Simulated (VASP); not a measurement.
Runs of VASP 6.6.1 on AlRu. The structure is that of space group Pm-3m (No. 221), or close to it. The cells are those of the table. 

```tsv
task	cell	k mesh	cutoff (eV)	gap on the mesh (eV)	pressure (GPa)
single point	a = 3.139, b = 3.139, c = 2.923 Å, 2 atoms	18 × 18 × 18	520	none	-10.4
relaxation of cell and atoms	relaxed to 50 GPa from a = 2.834 Å, 2 atoms	14 × 14 × 14	600	none	50.0
single point	a = 2.959 Å, 2 atoms	14 × 14 × 14	520	none	10.1
single point	a = 2.914 Å, 2 atoms	14 × 14 × 14	520	none	22.7
single point	a = 3.094, b = 3.094, c = 2.927 Å, 2 atoms	18 × 18 × 18	520	none	(b)
single point	a = 2.985 Å, 2 atoms	14 × 14 × 14	520	none	4.0
single point	a = 3.049 Å, 2 atoms	14 × 14 × 14	520	none	-8.3
single point	a = 3.139 Å, 2 atoms	14 × 14 × 14	520	none	(a)
```

Alike in all rows: level PBE; potentials or basis VASP PAW PBE potentials, release 64 (Al, Ru_pv); no spin polarisation; smearing gaussian 0.1 eV.

Problem. Fill in the values left out.

Solution. (a) -20.1; (b) -6.1.

Caveats: the cell stands under tension (at least some runs); the cell stands under pressure (at least some runs); the cell is relaxed towards a set pressure, so the run minimises the enthalpy, not the energy (at least some runs).

A k mesh can miss the band edges, and the runs leave out spin-orbit coupling on Ru.

A gap of «none» marks levels without a gap at the run's occupations.
